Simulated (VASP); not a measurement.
# GaN (P6_3mc) in VASP: further runs

Runs on GaN. Level: LDA. Tasks: elastic constants.

Program: VASP 6.6.1. These are calculated values, not measurements. Logs are shortened: lines on timing, memory, paths and dates and some standing lists are left out, and cuts for length are marked.

**1. The cell of the first run**

It takes space group P6_3mc (No. 186, hexagonal). Conventional cell: a = 3.118 Å, b = 3.118 Å, c = 5.084 Å, α = 90.00°, β = 90.00°, γ = 120.00°. Ga (site symmetry 3m) has 4 N at 1.91 Å within 2.5 Å. Within 2.5 Å of N (site symmetry 3m) lie 4 Ga at 1.91 Å.

**2. Elastic constants, LDA**

Input file INCAR:

```
  PREC = Accurate
  ENCUT = 600
  EDIFF = 1E-8
  ISMEAR = 0
  SIGMA = 0.01
  LREAL = F
  LASPH = T
  NELM = 80
  ALGO = Normal
  ISIF = 3
  LWAVE = F
  LCHARG = T
  IBRION = 6
  NFREE = 2
  POTIM = 0.015
  NSW = 1
```

Input file KPOINTS:

```
Automatic mesh
0
Gamma
  8 8 4
```

Input file POSCAR:

```
GaN
1.0
    3.1180156194      0.0000000000      0.0000000000
   -1.5590078097      2.7002807358      0.0000000000
    0.0000000000      0.0000000000      5.0838663390
Ga N
2 2
Direct
    0.3333333333      0.6666666667     -0.0006386040
    0.6666666667      0.3333333333      0.4993613960
    0.3333333333      0.6666666667      0.3756386040
    0.6666666667      0.3333333333      0.8756386040
```

Potentials or basis: VASP PAW LDA potentials, release 64 (Ga_d, N).

Started as:

```sh
cat potpaw_LDA.64/Ga_d/POTCAR potpaw_LDA.64/N/POTCAR > POTCAR
mpirun -np 1 vasp_std > vasp.out
```

OUTCAR:

```text
PREC = Accurate
   ENCUT = 600
   EDIFF = 1E-8
   ISMEAR = 0
   LREAL = F
   LASPH = T
   NELM = 80
   ISIF = 3
   IBRION = 6
   NFREE = 2
   POTIM = 0.015
   NSW = 1

 ion  position               nearest neighbor table
   1  0.333  0.667  0.999-   4 1.91   4 1.91   4 1.91   3 1.91
   2  0.667  0.333  0.499-   3 1.91   3 1.91   3 1.91   4 1.91
   3  0.333  0.667  0.376-   2 1.91   2 1.91   2 1.91   1 1.91
   4  0.667  0.333  0.876-   1 1.91   1 1.91   1 1.91   2 1.91

  LATTYP: Found a hexagonal cell.
 ALAT       =     3.1180156194
 C/A-ratio  =     1.6304813572

  Lattice vectors:

 A1 = (   3.1180156194,   0.0000000000,   0.0000000000)
 A2 = (  -1.5590078097,   2.7002807358,   0.0000000000)
 A3 = (   0.0000000000,   0.0000000000,   5.0838663390)

Analysis of symmetry for initial positions (statically):
=====================================================================
 Subroutine PRICEL returns:
 Original cell was already a primitive cell.

 Routine SETGRP: Setting up the symmetry group for a
 hexagonal supercell.

 Subroutine GETGRP returns: Found 12 space group operations
 (whereof  6 operations were pure point group operations)
 out of a pool of 24 trial point group operations.

The static configuration has the point symmetry C_3v.
 The point group associated with its full space group is C_6v.

Analysis of symmetry for dynamics (positions and initial velocities):
=====================================================================
 Subroutine PRICEL returns:
 Original cell was already a primitive cell.

 Routine SETGRP: Setting up the symmetry group for a
 hexagonal supercell.

 Subroutine GETGRP returns: Found 12 space group operations
 (whereof  6 operations were pure point group operations)
 out of a pool of 24 trial point group operations.

The dynamic configuration has the point symmetry C_3v.
 The point group associated with its full space group is C_6v.

 Subroutine INISYM returns: Found 12 space group operations
 (whereof  6 operations are pure point group operations),
 and found     1 'primitive' translations

----------------------------------------------------------------------------------------

                                     Primitive cell

  volume of cell :      42.8037

  direct lattice vectors                    reciprocal lattice vectors
     3.118015619  0.000000000  0.000000000     0.320716803  0.185165932  0.000000000
    -1.559007810  2.700280736  0.000000000     0.000000000  0.370331865  0.000000000
     0.000000000  0.000000000  5.083866339     0.000000000  0.000000000  0.196700687

  length of vectors
     3.118015619  3.118015619  5.083866339     0.370331865  0.370331865  0.196700687

  position of ions in fractional coordinates (direct lattice)
     0.333333333  0.666666667  0.999361396
     0.666666667  0.333333333  0.499361396
     0.333333333  0.666666667  0.375638604
     0.666666667  0.333333333  0.875638604

  ion indices of the primitive-cell ions
   primitive index   ion index
                 1           1
                 2           2
                 3           3
                 4           4

----------------------------------------------------------------------------------------

 KPOINTS: Automatic mesh
[... 116 lines left out ...]
  free energy    TOTEN  =       -27.86916621 eV

  energy without entropy =      -27.86916621  energy(sigma->0) =      -27.86916621

------------------------ aborting loop because EDIFF is reached ----------------------------------------

  FORCE on cell =-STRESS in cart. coord.  units (eV):
  Direction    XX          YY          ZZ          XY          YZ          ZX
  --------------------------------------------------------------------------------------
  -------------------------------------------------------------------------------------
  Total        2.1748316      2.1748316      2.1750251      0.0000000      0.0000000     -0.0000000
  in kB       81.4057121     81.4057121     81.4129557      0.0000000      0.0000000     -0.0000000
  external PRESSURE =      81.4081266 kB  Pullay stress =       0.0000000 kB
[... 95 lines left out ...]
  FREE ENERGIE OF THE ION-ELECTRON SYSTEM (eV)
  ---------------------------------------------------
  free  energy   TOTEN  =       -27.8212287192 eV

  energy  without entropy=      -27.8212287192  energy(sigma->0) =      -27.82122872

[... ionic steps 4 to 18 ...]

--------------------------------------- Ionic step       19  -------------------------------------------

 number of electron      35.9999998 magnetization

------------------------ aborting loop because EDIFF is reached ----------------------------------------
[... 71 lines left out ...]
--------------------------------------- Ionic step       21  -------------------------------------------

 number of electron      35.9999999 magnetization

 Free energy of the ion-electron system (eV)
  ---------------------------------------------------
  ext. energy  EPLUGINS =         0.00000000
  ---------------------------------------------------
  free energy    TOTEN  =       -27.86681166 eV

  energy without entropy =      -27.86681166  energy(sigma->0) =      -27.86681166

 E-fermi :   5.8759     XC(G=0): -12.4740

 val. band max:        5.8245875666   @ k =   0.0000   0.0000   0.0000
 cond. band min:       8.1760302672   @ k =   0.0000   0.0000   0.0000
 fundamental gap:      2.3514427006
 Fermi energy:         5.8759203412

 k-point     1 :       0.0000    0.0000    0.0000
  band No.  band energies     occupation
      1     -10.6233      2.00000
      2      -9.5248      2.00000
      3      -7.8192      2.00000
      4      -7.7943      2.00000
      5      -7.7943      2.00000
      6      -7.7182      2.00000
[... 589 lines left out ...]
     21      13.8743      0.00000
     22      13.9857      0.00000

 [... further k-points ...]

------------------------ aborting loop because EDIFF is reached ----------------------------------------

  FORCE on cell =-STRESS in cart. coord.  units (eV):
  Direction    XX          YY          ZZ          XY          YZ          ZX
  --------------------------------------------------------------------------------------
  -------------------------------------------------------------------------------------
  Total        2.0708768      2.0708768      2.3870893     -0.0000000      0.0000000      0.0000000
  in kB       77.5145999     77.5145999     89.3506933     -0.0000000      0.0000000      0.0000000
  external PRESSURE =      81.4599643 kB  Pullay stress =       0.0000000 kB
[... 19 lines left out ...]
  FREE ENERGIE OF THE ION-ELECTRON SYSTEM (eV)
  ---------------------------------------------------
  free  energy   TOTEN  =       -27.8668116612 eV

  energy  without entropy=      -27.8668116612  energy(sigma->0) =      -27.86681166

 INTERNAL STRAIN TENSORS FROM STRAINED CELLS
 ============================================

 INTERNAL STRAIN TENSOR FOR ION    1 for displacements in x,y,z  (eV/Angst):
          X           Y           Z          XY          YZ          ZX
  --------------------------------------------------------------------------------
  x     0.00000     0.00000    -0.00000   -10.60353     0.00000    -7.17276
  y   -10.63628    10.65716     0.00000     0.00002    -7.16815    -0.00004
  z    -7.05063    -7.05608    13.42953    -0.00049    -0.00834    -0.00005

 INTERNAL STRAIN TENSORS FROM DISPLACED ATOMS
 ============================================

 INTERNAL STRAIN TENSOR FOR ION    1 for displacements in x,y,z  (eV/Angst):
          X           Y           Z          XY          YZ          ZX
  --------------------------------------------------------------------------------
  x     0.00000    -0.00000     0.00000   -10.60330    -0.00000    -7.17933
  y   -10.60330    10.60330     0.00000     0.00000    -7.17933     0.00000
  z    -7.03522    -7.03522    13.34930     0.00000     0.00000     0.00000

 INTERNAL STRAIN TENSOR FOR ION    4 for displacements in x,y,z  (eV/Angst):
          X           Y           Z          XY          YZ          ZX
  --------------------------------------------------------------------------------
  x     0.00000     0.00000     0.00000    11.93218     0.00000     7.17221
  y    11.93218   -11.93218     0.00000    -0.00000     7.17220     0.00000
  z     7.04142     7.04142   -13.37360     0.00000     0.00000     0.00000

 Eigenvectors and eigenvalues of the dynamical matrix
 ----------------------------------------------------

   1 f  =   21.950043 THz   137.916189 2PiTHz  732.174631 cm-1    90.778044 meV
             X         Y         Z           dx          dy          dz
     -0.000000  1.800187  5.080620     0.000000    0.000000    0.052933
      1.559008  0.900094  2.538687     0.000000    0.000000   -0.052933
     -0.000000  1.800187  1.909696     0.000000    0.000000   -0.705123
      1.559008  0.900094  4.451630    -0.000000   -0.000000    0.705123
[... 71 lines left out ...]
  12 f/i=    0.003603 THz     0.022638 2PiTHz    0.120183 cm-1     0.014901 meV
             X         Y         Z           dx          dy          dz
     -0.000000  1.800187  5.080620    -0.613839   -0.199157   -0.000000
      1.559008  0.900094  2.538687    -0.613839   -0.199157   -0.000000
     -0.000000  1.800187  1.909696    -0.274922   -0.089197   -0.000000
      1.559008  0.900094  4.451630    -0.274922   -0.089197   -0.000000

--------------------------------------------------------------------------------------------------------

 ELASTIC MODULI CONTR FROM IONIC RELAXATION (kBar)
 Direction    XX          YY          ZZ          XY          YZ          ZX
 --------------------------------------------------------------------------------
 XX        -923.7973    394.1250    502.7611     -0.0000     -0.0000     -0.0000
 YY         394.1250   -923.7973    502.7611      0.0000      0.0000      0.0000
 ZZ         502.7611    502.7611   -954.4343      0.0000     -0.0000      0.0000
 XY          -0.0000      0.0000      0.0000   -658.9612     -0.0000     -0.0000
 YZ           0.0000     -0.0000     -0.0000     -0.0000   -256.1708     -0.0000
 ZX          -0.0000      0.0000      0.0000     -0.0000     -0.0000   -256.1708
 --------------------------------------------------------------------------------

 TOTAL ELASTIC MODULI (kBar)
 Direction    XX          YY          ZZ          XY          YZ          ZX
 --------------------------------------------------------------------------------
 XX        3921.8870   1656.7722   1243.8151     -0.0000     -0.0000     -0.0000
 YY        1656.7722   3921.8870   1243.8151      0.0000      0.0000      0.0000
 ZZ        1243.8151   1243.8151   4416.6630      0.0000     -0.0000      0.0000
 XY          -0.0000      0.0000      0.0000   1132.5574     -0.0000     -0.0000
 YZ           0.0000     -0.0000     -0.0000     -0.0000    950.1511     -0.0000
 ZX          -0.0000      0.0000      0.0000     -0.0000     -0.0000    950.1510
 --------------------------------------------------------------------------------
```

Wall time 37 min (1 thread of Oxide Virtual Turin-like, shared host); peak memory 0.3 GiB.

What came out:

```yaml
Voigt_bulk_modulus: 228 GPa
Highest_phonon_frequency_at_Γ_LO-TO_splitting_left_out: 732 cm⁻¹
```

Phonon frequencies in cm⁻¹ (negative: imaginary):
```
              q point                                frequencies
(0.000, 0.000, 0.000)  0 0 0 137 137 349 572 593 593 604 604 732
```

Elastic tensor in Voigt notation (GPa, in the Cartesian axes of the cell as first typed):
```
392 166 124   0   0   0
166 392 124   0   0   0
124 124 442   0   0   0
  0   0   0  95   0   0
  0   0   0   0  95   0
  0   0   0   0   0 113
```

Clamped-ion elastic tensor (GPa):
```
485 126  74   0   0   0
126 485  74   0   0   0
 74  74 537   0   0   0
  0   0   0 121   0   0
  0   0   0   0 121   0
  0   0   0   0   0 179
```

Caveat: the cell is under stress, which shifts elastic constants.

**3. Elastic constants, LDA**

This run uses another cell than the first one, of 10.84 Å³/atom.

Input file INCAR:

```
SYSTEM = GaN
PREC = Accurate
ENCUT = 600
EDIFF = 1E-8
ISMEAR = 0
SIGMA = 0.01
LREAL = .False.
LASPH = .True.
NELM = 100
ALGO = Normal
ISIF = 3
LWAVE = .False.
LCHARG = .False.
GGA = CA
IBRION = 6
NFREE = 2
POTIM = 0.015
NSW = 1
```

Input file KPOINTS:

```
regular mesh
0
Gamma
  8 8 4
  0 0 0
```

Input file POSCAR:

```
GaN
1.0
    3.1318884002      0.0000000000      0.0000000000
   -1.5659442001      2.7122949164      0.0000000000
    0.0000000000      0.0000000000      5.1061639293
Ga N
2 2
Direct
    0.3333333333      0.6666666667     -0.0006650449
    0.6666666667      0.3333333333      0.4993349551
    0.3333333333      0.6666666667      0.3756650449
    0.6666666667      0.3333333333      0.8756650449
```

Potentials or basis: VASP PAW LDA potentials, release 64 (Ga_d, N).

Started as:

```sh
cat potpaw_LDA.64/Ga_d/POTCAR potpaw_LDA.64/N/POTCAR > POTCAR
mpirun -np 1 vasp_std > vasp.out
```

Wall time 26 min (1 thread of Oxide Virtual Turin-like, shared host); peak memory 0.3 GiB.

It converged, with:

* Voigt bulk modulus: 219 GPa
* Highest phonon frequency at Γ, LO-TO splitting left out: 720 cm⁻¹

Phonon frequencies in cm⁻¹ (negative: imaginary):
```csv
q point,frequencies
"(0.000, 0.000, 0.000)",0 0 0 138 138 345 560 581 581 592 592 720
```

Elastic tensor in Voigt notation (GPa, in the Cartesian axes of the cell as first typed):
```
382 155 115   0   0   0
155 382 115   0   0   0
115 115 430   0   0   0
  0   0   0  95   0   0
  0   0   0   0  95   0
  0   0   0   0   0 113
```

Clamped-ion elastic tensor (GPa):
```
466 119  71   0   0   0
119 466  71   0   0   0
 71  71 514   0   0   0
  0   0   0 118   0   0
  0   0   0   0 118   0
  0   0   0   0   0 173
```

Caveat: the cell is under stress, which shifts elastic constants.
